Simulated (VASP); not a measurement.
Runs of VASP 6.6.1 on HgTe. The structure is that of space group Fm-3m (No. 225), or close to it. The cells are those of the table. 

| level | cell | cutoff (eV) | screening parameter | second try | gap on the mesh (eV) | pressure (GPa) |
| --- | --- | --- | --- | --- | --- | --- |
| HSE06 | a = 4.527 Å, angles 60.0°, 2 atoms | 520 | 0.2079 1/Å | - | none | (b) |
| HSE06 | a = 4.467 Å, angles 60.0°, 2 atoms | 520 | 0.2079 1/Å | - | none | -3.8 |
| PBE0 | a = 4.467 Å, angles 60.0°, 2 atoms | 450 | - | not_converged | none | (a) |
| PBE0 | a = 4.497 Å, angles 60.0°, 2 atoms | 450 | - | not_converged | none | -4.6 |
| HSE06 | a = 4.436 Å, angles 60.0°, 2 atoms | 520 | 0.2079 1/Å | - | none | -3.1 |

Alike in all rows: task single point; potentials or basis VASP PAW PBE potentials, release 64 (Hg, Te); no spin polarisation; k mesh 4 × 4 × 4; smearing fermi-dirac 0.05 eV.

Task: Estimate the missing entries.

Result: (a) -4.0; (b) -4.9.

Caveats: all runs use coarse meshes; the PAW data sets were made with another functional, which shifts forces and pressure a little; spin-orbit coupling is left out, which moves the levels of the heavy elements.

A k mesh can miss the band edges, and the runs leave out spin-orbit coupling on Hg, Te.

A gap of «none» marks levels without a gap at the run's occupations.
